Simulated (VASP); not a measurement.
Sn3C: single point with PBE

Sn3C:

```xyz
8
Lattice="5.6901 0.0000 0.0000 0.0000 5.6901 0.0000 0.0000 0.0000 5.6901" Properties=species:S:1:pos:R:3 pbc="T T T"
Sn    1.4225    0.0000    2.8450
Sn    2.8450    4.2676    0.0000
Sn    4.2676    0.0000    2.8450
Sn    2.8450    1.4225    0.0000
Sn    0.0000    2.8450    4.2676
Sn    0.0000    2.8450    1.4225
C     0.0000    0.0000    0.0000
C     2.8450    2.8450    2.8450
```

| Quantity | Value |
| --- | --- |
| Program | VASP 6.6.1 |
| Task | single point |
| Functional | PBE |
| Potentials or basis | VASP PAW PBE potentials, release 64 (Sn_d, C) |
| Cutoff | 520 eV |
| k mesh | 8 × 8 × 8 |
| Occupations | gaussian, width 0.1 eV |
| Spin | no spin polarisation |

```
Pressure               : -0.1 GPa
Band gap on the k mesh : zero (bands 46 and 47 overlap by 1.92 eV)
```

Levels at points of the mesh, in eV from the Fermi level:
| k point | band 42 | band 43 | band 44 | band 45 | band 46 | band 47 | band 48 | band 49 | band 50 | band 51 |
| --- | --- | --- | --- | --- | --- | --- | --- | --- | --- | --- |
| (0.00, 0.00, 0.00) | -2.10 | -2.10 | -1.49 | -1.49 | -1.49 | -1.05 | 0.23 | 0.23 | 0.23 | 1.27 |
| (0.50, 0.00, 0.00) | -3.04 | -1.25 | -1.25 | -0.54 | -0.54 | -0.04 | -0.04 | 1.39 | 1.39 | 1.47 |
| (0.50, 0.50, 0.00) | -2.54 | -0.55 | -0.20 | -0.16 | -0.16 | 0.19 | 0.36 | 1.10 | 1.10 | 2.12 |
| (0.50, 0.50, 0.50) | -0.03 | -0.03 | -0.03 | -0.03 | -0.03 | 1.89 | 1.89 | 1.89 | 1.89 | 1.89 |

Run time: 5.7 min on 1 thread of Intel(R) Xeon(R) Platinum 8488C (Sapphire Rapids), with other jobs on the host, peak memory 0.41 GiB.

Caveat: spin-orbit coupling is left out, which moves the levels of the heavy elements.
